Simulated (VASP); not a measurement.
# PtSe (F-43m) in VASP: further runs

Runs on PtSe. Level: r2SCAN+U. Tasks: single point.

All numbers are computed with VASP 6.6.1; they aren't measurements. Logs are shortened: lines on timing, memory, paths and dates and some standing lists are left out, and cuts for length are marked.

## (1) The cell of the first run

Symmetry: F-43m, No. 216, cubic system. The conventional cell has a = 6.075 Å, b = 6.075 Å, c = 6.075 Å, α = 90.00°, β = 90.00°, γ = 90.00°. Pt (site symmetry -43m) has 4 Se at 2.63 Å within 3.5 Å. Se (site symmetry -43m) has 4 Pt at 2.63 Å within 3.5 Å.

## (2) Single point, r2SCAN+U

The input, POSCAR:

```
PtSe
1.0
    0.0000000000      3.0374472300      3.0374472300
    3.0374472300      0.0000000000      3.0374472300
    3.0374472300      3.0374472300      0.0000000000
Pt Se
1 1
Direct
    0.0000000000      0.0000000000      0.0000000000
    0.2500000000      0.2500000000      0.2500000000
```

The input, INCAR.step1:

```
SYSTEM = PtSe
ALGO = Normal ; EDIFF = 1E-4
ENCUT = 520 ; GGA = PE
ISMEAR = -1 ; LASPH = .TRUE.
LCHARG = .FALSE. ; LDAU = .TRUE.
LDAUJ = 0 0 ; LDAUL = 2 -1
LDAUTYPE = 2 ; LDAUU = 3 0
LMAXMIX = 4 ; LREAL = .FALSE.
LWAVE = .TRUE. ; NBANDS = 15
NELM = 150 ; PREC = Accurate
SIGMA = 0.05
```

The input, INCAR.step2:

```
SYSTEM = PtSe
ALGO = Normal ; EDIFF = 1E-6
ENCUT = 520 ; ISIF = 2
ISMEAR = -1 ; ISTART = 1
LASPH = .TRUE. ; LCHARG = .FALSE.
LDAU = .TRUE. ; LDAUJ = 0 0
LDAUL = 2 -1 ; LDAUPRINT = 1
LDAUTYPE = 2 ; LDAUU = 3 0
LMAXMIX = 4 ; LMIXTAU = .TRUE.
LREAL = .FALSE. ; LWAVE = .FALSE.
METAGGA = R2SCAN ; NBANDS = 15
NELM = 150 ; PREC = Accurate
SIGMA = 0.05
```

The input, KPOINTS:

```
k-points
0
G
  8 8 8
  0 0 0
```

Potentials or basis: VASP PAW PBE potentials, release 64 (Pt, Se).

Launch:

```
$ cat potpaw_PBE.64/Pt/POTCAR potpaw_PBE.64/Se/POTCAR > POTCAR
$ cp INCAR.step1 INCAR
$ mpirun -np 1 vasp_std > vasp.out
$ cp INCAR.step2 INCAR
$ mpirun -np 1 vasp_std > vasp.out
```

OUTCAR:

```text
SYSTEM = PtSe
   EDIFF = 1E-6
   ENCUT = 520
   ISIF = 2
   ISMEAR = -1
   ISTART = 1
   LASPH = .TRUE.
   LREAL = .FALSE.
   METAGGA = R2SCAN
   NELM = 150
   PREC = Accurate

 ion  position               nearest neighbor table
   1  0.000  0.000  0.000-   2 2.63   2 2.63   2 2.63   2 2.63
   2  0.250  0.250  0.250-   1 2.63   1 2.63   1 2.63   1 2.63

  LATTYP: Found a face centered cubic cell.
 ALAT       =     6.0748944600

  Lattice vectors:

 A1 = (   0.0000000000,   3.0374472300,   3.0374472300)
 A2 = (   3.0374472300,   0.0000000000,   3.0374472300)
 A3 = (   3.0374472300,   3.0374472300,   0.0000000000)

Analysis of symmetry for initial positions (statically):
=====================================================================
 Subroutine PRICEL returns:
 Original cell was already a primitive cell.

 Routine SETGRP: Setting up the symmetry group for a
 face centered cubic supercell.

 Subroutine GETGRP returns: Found 24 space group operations
 (whereof 24 operations were pure point group operations)
 out of a pool of 48 trial point group operations.

The static configuration has the point symmetry T_d .

Analysis of symmetry for dynamics (positions and initial velocities):
=====================================================================
 Subroutine PRICEL returns:
 Original cell was already a primitive cell.

 Routine SETGRP: Setting up the symmetry group for a
 face centered cubic supercell.

 Subroutine GETGRP returns: Found 24 space group operations
 (whereof 24 operations were pure point group operations)
 out of a pool of 48 trial point group operations.

The dynamic configuration has the point symmetry T_d .

 Subroutine INISYM returns: Found 24 space group operations
 (whereof 24 operations are pure point group operations),
 and found     1 'primitive' translations

----------------------------------------------------------------------------------------

                                     Primitive cell

  volume of cell :      56.0475

  direct lattice vectors                    reciprocal lattice vectors
     0.000000000  3.037447230  3.037447230    -0.164611913  0.164611913  0.164611913
     3.037447230  0.000000000  3.037447230     0.164611913 -0.164611913  0.164611913
     3.037447230  3.037447230  0.000000000     0.164611913  0.164611913 -0.164611913

  length of vectors
     4.295599068  4.295599068  4.295599068     0.285116197  0.285116197  0.285116197

  position of ions in fractional coordinates (direct lattice)
     0.000000000  0.000000000  0.000000000
     0.250000000  0.250000000  0.250000000

  ion indices of the primitive-cell ions
   primitive index   ion index
                 1           1
                 2           2

----------------------------------------------------------------------------------------

 KPOINTS: k-points

Automatic generation of k-mesh.
 Grid dimensions read from file:
 generate k-points for:    8    8    8

 Generating k-lattice:

  Cartesian coordinates                     Fractional coordinates (reciprocal lattice)
    -0.020576489  0.020576489  0.020576489     0.125000000  0.000000000  0.000000000
     0.020576489 -0.020576489  0.020576489     0.000000000  0.125000000  0.000000000
     0.020576489  0.020576489 -0.020576489     0.000000000  0.000000000  0.125000000

  Length of vectors
     0.035639525  0.035639525  0.035639525

  Shift w.r.t. Gamma in fractional coordinates (k-lattice)
     0.000000000  0.000000000  0.000000000

 Subroutine IBZKPT returns following result:
 ===========================================

 Found     29 irreducible k-points:

 Following reciprocal coordinates:
            Coordinates               Weight
  0.000000  0.000000  0.000000      1.000000
  0.125000  0.000000  0.000000      8.000000
[... 41 lines left out ...]
   EDIFF  = 0.1E-05   stopping-criterion for ELM
   LREAL  =      F    real-space projection
   EDIFFG = 0.1E-04   stopping-criterion for IOM
   NSW    =      0    number of steps for IOM
   IBRION =     -1    ionic relax: 0-MD 1-quasi-New 2-CG
   NFREE  =      0    steps in history (QN), initial steepest desc. (CG)
   ISIF   =      2    stress and relaxation
   ISYM   =      2    0-nonsym 1-usesym 2-fastsym
   POTIM  = 0.5000    time-step for ionic-motion
   TEBEG  =    0.0;   TEEND  =   0.0 temperature during run
   PSTRESS=    0.0 pullay stress
   NELECT =      16.0000    total number of electrons
   NUPDOWN=      -1.0000    fix difference up-down
   EMIN   =  10.00;   EMAX   =-10.00  energy-range for DOS
   EFERMI =   0.00;   METHOD = LEGACY
   ISMEAR =    -1;   SIGMA  =   0.05  broadening in eV -4-tet -1-fermi 0-gaus
   EFERMI_NEDOS =   21; number of points for ismear=-14 and -15
   IALGO  =     38    algorithm
   IMIX   =      4    mixing-type and parameters
     AMIX     =   0.40;   BMIX     =  1.00
     AMIX_MAG =   1.60;   BMIX_MAG =  1.00
  volume/ion in A,a.u.               =      28.02       189.11
  Fermi-wavevector in a.u.,A,eV,Ry     =   1.077944  2.037018 15.809462  1.161963
  Thomas-Fermi vector in A             =   2.213869
   LORBIT       =      0    0 simple, 1 ext, 2 COOP (PROOUT), +10 PAW based schemes
 LDA+U is selected, type is set to LDAUTYPE =  2
   angular momentum for each species LDAUL =     2   -1
   U (eV)           for each species LDAUU =   3.0  0.0
   J (eV)           for each species LDAUJ =   0.0  0.0
   METAGGA = R2SCAN    functional components
   LHFCALC =     F    Hartree Fock is set to
   AEXX    =    0.0000 exact exchange contribution
   IVDW    =     0    specifies the selected vdW correction
   LEPSILON=     F    determine dielectric tensor
   LRPA    =     F    only Hartree local field effects (RPA)
 non-spin polarized calculation
  energy-cutoff  :      520.00
  volume of cell :       56.05
 maximum number of plane-waves:      1540
   NGX = 15   NGY = 15   NGZ = 15

atom =   1  type =  1  l = 2

 onsite density matrix

spin component  1

  0.7993 -0.0000  0.0000 -0.0000 -0.0000
 -0.0000  0.7993  0.0000 -0.0000  0.0000
  0.0000  0.0000  0.8903 -0.0000  0.0000
 -0.0000 -0.0000 -0.0000  0.7993 -0.0000
 -0.0000  0.0000  0.0000 -0.0000  0.8903

spin component  2

  0.7993 -0.0000  0.0000 -0.0000 -0.0000
 -0.0000  0.7993  0.0000 -0.0000  0.0000
  0.0000  0.0000  0.8903 -0.0000  0.0000
 -0.0000 -0.0000 -0.0000  0.7993 -0.0000
 -0.0000  0.0000  0.0000 -0.0000  0.8903

 occupancies and eigenvectors

  o =  0.7993  v =  1.0000  0.0000  0.0000  0.0000  0.0000  0.0000  0.0000  0.0000  0.0000  0.0000      0.0000  0.0000  0.0000  0.0000  0.0000  0.0000  0.0000  0.0000  0.0000  0.0000
  o =  0.7993  v =  0.0000  0.1100  0.0000 -0.9939 -0.0000  0.0000  0.0000  0.0000  0.0000  0.0000      0.0000  0.0000  0.0000  0.0000  0.0000  0.0000  0.0000  0.0000  0.0000  0.0000
  o =  0.7993  v =  0.0000  0.0000  0.0000  0.0000  0.0000  1.0000  0.0000  0.0000  0.0000  0.0000      0.0000  0.0000  0.0000  0.0000  0.0000  0.0000  0.0000  0.0000  0.0000  0.0000
  o =  0.7993  v =  0.0000  0.0000  0.0000  0.0000  0.0000  0.0000  0.1100  0.0000 -0.9939 -0.0000      0.0000  0.0000  0.0000  0.0000  0.0000  0.0000  0.0000  0.0000  0.0000  0.0000
  o =  0.7993  v =  0.0000 -0.9939  0.0000 -0.1100 -0.0000  0.0000  0.0000  0.0000  0.0000  0.0000      0.0000  0.0000  0.0000  0.0000  0.0000  0.0000  0.0000  0.0000  0.0000  0.0000
  o =  0.7993  v =  0.0000  0.0000  0.0000  0.0000  0.0000  0.0000 -0.9939  0.0000 -0.1100 -0.0000      0.0000  0.0000  0.0000  0.0000  0.0000  0.0000  0.0000  0.0000  0.0000  0.0000
  o =  0.8903  v =  0.0000 -0.0000  0.7012  0.0000  0.7130  0.0000  0.0000  0.0000  0.0000  0.0000      0.0000  0.0000  0.0000  0.0000  0.0000  0.0000  0.0000  0.0000  0.0000  0.0000
  o =  0.8903  v =  0.0000  0.0000  0.0000  0.0000  0.0000  0.0000 -0.0000  0.7012  0.0000  0.7130      0.0000  0.0000  0.0000  0.0000  0.0000  0.0000  0.0000  0.0000  0.0000  0.0000
  o =  0.8903  v =  0.0000  0.0000  0.0000  0.0000  0.0000  0.0000  0.0000  0.7130  0.0000 -0.7012      0.0000  0.0000  0.0000  0.0000  0.0000  0.0000  0.0000  0.0000  0.0000  0.0000
  o =  0.8903  v =  0.0000  0.0000  0.7130  0.0000 -0.7012  0.0000  0.0000  0.0000  0.0000  0.0000      0.0000  0.0000  0.0000  0.0000  0.0000  0.0000  0.0000  0.0000  0.0000  0.0000

 number of electron      16.0000002 magnetization

 Free energy of the ion-electron system (eV)
  ---------------------------------------------------
  ext. energy  EPLUGINS =         0.00000000
  ---------------------------------------------------
  free energy    TOTEN  =       -63.03521551 eV

  energy without entropy =      -63.01373075  energy(sigma->0) =      -63.02447313

 E-fermi :   2.5109     XC(G=0):  -9.6858

 val. band max:        2.4967740548   @ k =   0.3750   0.2500   0.1250
 cond. band min:       2.5183765878   @ k =  -0.3750   0.1250   0.0000
 fundamental gap:      0.0216025330
 Fermi energy:         2.5108870939

 k-point     1 :       0.0000    0.0000    0.0000
  band No.  band energies     occupation
      1     -11.4755      2.00000
      2      -2.0922      2.00000
      3      -2.0922      2.00000
      4      -2.0922      2.00000
      5      -0.1630      2.00000
      6      -0.1630      2.00000
      7       3.4574      0.00000
      8       4.2628      0.00000
      9       4.2628      0.00000
     10       4.2628      0.00000
     11       9.8100      0.00000
     12       9.8101      0.00000
     13       9.8101      0.00000
     14      13.1849      0.00000
[... 401 lines left out ...]
      2      -2.1480      2.00000
      3      -1.9372      2.00000
      4      -1.5698      2.00000
      5      -0.1160      2.00000
      6      -0.0077      2.00000
      7       0.5882      2.00000
      8       1.9402      1.99998
      9       2.6176      0.21152
     10       6.9341      0.00000
     11       9.3595      0.00000
     12      10.2759      0.00000
     13      11.7798      0.00000
     14      13.7228      0.00000
     15      15.2134      0.00000

 [... further k-points ...]

------------------------ aborting loop because EDIFF is reached ----------------------------------------

  FORCE on cell =-STRESS in cart. coord.  units (eV):
  Direction    XX          YY          ZZ          XY          YZ          ZX
  --------------------------------------------------------------------------------------
  -------------------------------------------------------------------------------------
  Total       -4.9566393     -4.9566393     -4.9566393     -0.0000000      0.0000000      0.0000000
  in kB     -141.6908087   -141.6908087   -141.6908087     -0.0000000      0.0000000      0.0000000
  external PRESSURE =    -141.6908087 kB  Pullay stress =       0.0000000 kB

 VOLUME and BASIS-vectors are now :
 -----------------------------------------------------------------------------
  energy-cutoff  :      520.00
  volume of cell :       56.05
      direct lattice vectors                 reciprocal lattice vectors
     0.000000000  3.037447230  3.037447230    -0.164611913  0.164611913  0.164611913
     3.037447230  0.000000000  3.037447230     0.164611913 -0.164611913  0.164611913
     3.037447230  3.037447230  0.000000000     0.164611913  0.164611913 -0.164611913

 POSITION                                       TOTAL-FORCE (eV/Angst)
 -----------------------------------------------------------------------------------
      0.00000      0.00000      0.00000         0.000000      0.000000      0.000000
      1.51872      1.51872      1.51872        -0.000000     -0.000000     -0.000000
 -----------------------------------------------------------------------------------
    total drift:                               -0.000000     -0.000000     -0.000000

  FREE ENERGIE OF THE ION-ELECTRON SYSTEM (eV)
  ---------------------------------------------------
  free  energy   TOTEN  =       -63.0352155128 eV

  energy  without entropy=      -63.0137307519  energy(sigma->0) =      -63.02447313
```

Wall time 44 s (1 thread of Intel Xeon 6975P-C (Granite Rapids), shared host); peak memory 0.19 GiB.

What came out:

```yaml
Free_energy: -63.0352 eV
Pressure: -14.2 GPa
Band_gap_on_the_k_mesh: zero (bands 8 and 9 overlap by 2.68 eV)
```

Eigenvalues of the final occupation matrices:
```tsv
site	spin	trace	eigenvalues
site 1 d	1	4.18	0.80 0.80 0.80 0.89 0.89
site 1 d	2	4.18	0.80 0.80 0.80 0.89 0.89
```

Caveat: the cell stands under tension; the PAW data sets were made with another functional, which shifts forces and pressure a little; spin-orbit coupling is left out, which moves the levels of the heavy elements; U without spin polarisation on a metal has little footing.

## (3) Single point, r2SCAN+U

POSCAR is that of step 2.

The input, INCAR.step1:

```
SYSTEM = PtSe
ALGO     = Normal         ! electronic algorithm
EDIFF    = 1E-4           ! SCF threshold, eV
ENCUT    = 520            ! plane-wave cutoff, eV
GGA      = PE             ! functional
ISMEAR   = -1             ! smearing method
LASPH    = .True.         ! aspherical terms in the spheres
LCHARG   = .False.        ! write CHGCAR
LDAU     = .True.         ! DFT+U
LDAUJ    = 0 0          
LDAUL    = 2 -1           ! shell
LDAUTYPE = 2            
LDAUU    = 4 0            ! U, eV
LMAXMIX  = 4              ! l up to which the mixer works
LREAL    = .False.        ! projectors in reciprocal space
LWAVE    = .True.         ! write WAVECAR
NBANDS   = 15             ! bands
NELM     = 150            ! most SCF steps
PREC     = Accurate       ! precision mode
SIGMA    = 0.05           ! smearing width, eV
```

The input, INCAR.step2:

```
SYSTEM = PtSe
ALGO     = Normal         ! electronic algorithm
EDIFF    = 1E-6           ! SCF threshold, eV
ENCUT    = 520            ! plane-wave cutoff, eV
ISIF     = 2              ! what is computed and relaxed
ISMEAR   = -1             ! smearing method
ISTART   = 1            
LASPH    = .True.         ! aspherical terms in the spheres
LCHARG   = .True.         ! write CHGCAR
LDAU     = .True.         ! DFT+U
LDAUJ    = 0 0          
LDAUL    = 2 -1           ! shell
LDAUPRINT= 1            
LDAUTYPE = 2            
LDAUU    = 4 0            ! U, eV
LELF     = .True.         ! ELF
LMAXMIX  = 4              ! l up to which the mixer works
LMIXTAU  = .True.       
LREAL    = .False.        ! projectors in reciprocal space
LVHAR    = .True.       
LWAVE    = .False.        ! write WAVECAR
METAGGA  = R2SCAN         ! meta-GGA
NBANDS   = 15             ! bands
NELM     = 150            ! most SCF steps
PREC     = Accurate       ! precision mode
SIGMA    = 0.05           ! smearing width, eV
```

The input, KPOINTS:

```
k-points
0
Gamma
  8 8 8
  0 0 0
```

Potentials or basis: VASP PAW PBE potentials, release 64 (Pt, Se).

Launch:

```
$ cat potpaw_PBE.64/Pt/POTCAR potpaw_PBE.64/Se/POTCAR > POTCAR
$ cp INCAR.step1 INCAR
$ mpirun -np 1 vasp_std > vasp.out
$ cp INCAR.step2 INCAR
$ mpirun -np 1 vasp_std > vasp.out
```

OUTCAR:

```text
SYSTEM = PtSe
   EDIFF = 1E-6
   ENCUT = 520
   ISIF = 2
   ISMEAR = -1
   ISTART = 1
   LASPH = .True.
   LREAL = .False.
   METAGGA = R2SCAN
   NELM = 150
   PREC = Accurate

 ion  position               nearest neighbor table
   1  0.000  0.000  0.000-   2 2.63   2 2.63   2 2.63   2 2.63
   2  0.250  0.250  0.250-   1 2.63   1 2.63   1 2.63   1 2.63

  LATTYP: Found a face centered cubic cell.
 ALAT       =     6.0748944600

  Lattice vectors:

 A1 = (   0.0000000000,   3.0374472300,   3.0374472300)
[... 655 lines left out ...]

  FORCE on cell =-STRESS in cart. coord.  units (eV):
  Direction    XX          YY          ZZ          XY          YZ          ZX
  --------------------------------------------------------------------------------------
  -------------------------------------------------------------------------------------
  Total       -5.0441010     -5.0441010     -5.0441010      0.0000000     -0.0000000      0.0000000
  in kB     -144.1909935   -144.1909935   -144.1909935      0.0000000     -0.0000000      0.0000000
  external PRESSURE =    -144.1909935 kB  Pullay stress =       0.0000000 kB

 VOLUME and BASIS-vectors are now :
 -----------------------------------------------------------------------------
  energy-cutoff  :      520.00
  volume of cell :       56.05
      direct lattice vectors                 reciprocal lattice vectors
     0.000000000  3.037447230  3.037447230    -0.164611913  0.164611913  0.164611913
     3.037447230  0.000000000  3.037447230     0.164611913 -0.164611913  0.164611913
     3.037447230  3.037447230  0.000000000     0.164611913  0.164611913 -0.164611913

 POSITION                                       TOTAL-FORCE (eV/Angst)
 -----------------------------------------------------------------------------------
      0.00000      0.00000      0.00000        -0.000000     -0.000000     -0.000000
      1.51872      1.51872      1.51872         0.000000      0.000000      0.000000
 -----------------------------------------------------------------------------------
    total drift:                               -0.000000     -0.000000     -0.000000

  FREE ENERGIE OF THE ION-ELECTRON SYSTEM (eV)
  ---------------------------------------------------
  free  energy   TOTEN  =       -62.3747036396 eV

  energy  without entropy=      -62.3534513737  energy(sigma->0) =      -62.36407751
```

OUTCAR.step1:

```text
SYSTEM = PtSe
   EDIFF = 1E-4
   ENCUT = 520
   GGA = PE
   ISMEAR = -1
   LASPH = .True.
   LREAL = .False.
[... 655 lines left out ...]
      0.00000      0.00000      0.00000         0.000000      0.000000      0.000000
      1.51872      1.51872      1.51872        -0.000000     -0.000000     -0.000000
 -----------------------------------------------------------------------------------
    total drift:                                0.000000      0.000000      0.000000

  FREE ENERGIE OF THE ION-ELECTRON SYSTEM (eV)
  ---------------------------------------------------
  free  energy   TOTEN  =        -6.3392486739 eV

  energy  without entropy=       -6.3179829984  energy(sigma->0) =       -6.32861584
```

OSZICAR.step1:

```text
N       E                     dE             d eps       ncg     rms          rms(c)
DAV:   1     0.754567575154E+02    0.75457E+02   -0.70160E+03   886   0.909E+02
DAV:   2    -0.369151453140E+01   -0.79148E+02   -0.71560E+02  1073   0.179E+02
DAV:   3    -0.635816969713E+01   -0.26667E+01   -0.26450E+01  1073   0.342E+01
DAV:   4    -0.637631553913E+01   -0.18146E-01   -0.18144E-01  1115   0.305E+00
DAV:   5    -0.637660540222E+01   -0.28986E-03   -0.28986E-03  1136   0.383E-01    0.714E+00
DAV:   6    -0.633926890861E+01    0.37336E-01   -0.78278E-02  1031   0.221E+00    0.400E+00
DAV:   7    -0.633870727863E+01    0.56163E-03   -0.37615E-02  1003   0.130E+00    0.934E-01
DAV:   8    -0.633905866486E+01   -0.35139E-03   -0.66604E-03  1024   0.714E-01    0.253E-01
DAV:   9    -0.633921530064E+01   -0.15664E-03   -0.23413E-03   982   0.333E-01    0.543E-02
DAV:  10    -0.633924867391E+01   -0.33373E-04   -0.63657E-05   736   0.577E-02
   1 F= -.63392487E+01 E0= -.63286158E+01  d E =-.212657E-01
```

Wall time 41 s (1 thread of Intel Xeon 6975P-C (Granite Rapids), shared host); peak memory 0.19 GiB.

Results:

```
Free energy            : -62.3747 eV
Pressure               : -14.4 GPa
Band gap on the k mesh : zero (bands 8 and 9 overlap by 2.68 eV)
```

Eigenvalues of the final occupation matrices:
```
    site  spin  trace               eigenvalues
site 1 d     1   4.23  0.81 0.81 0.81 0.90 0.90
site 1 d     2   4.23  0.81 0.81 0.81 0.90 0.90
```

Caveat: the cell stands under tension; the PAW data sets were made with another functional, which shifts forces and pressure a little; spin-orbit coupling is left out, which moves the levels of the heavy elements; U without spin polarisation on a metal has little footing.

(Continued in part 2 of 2.)
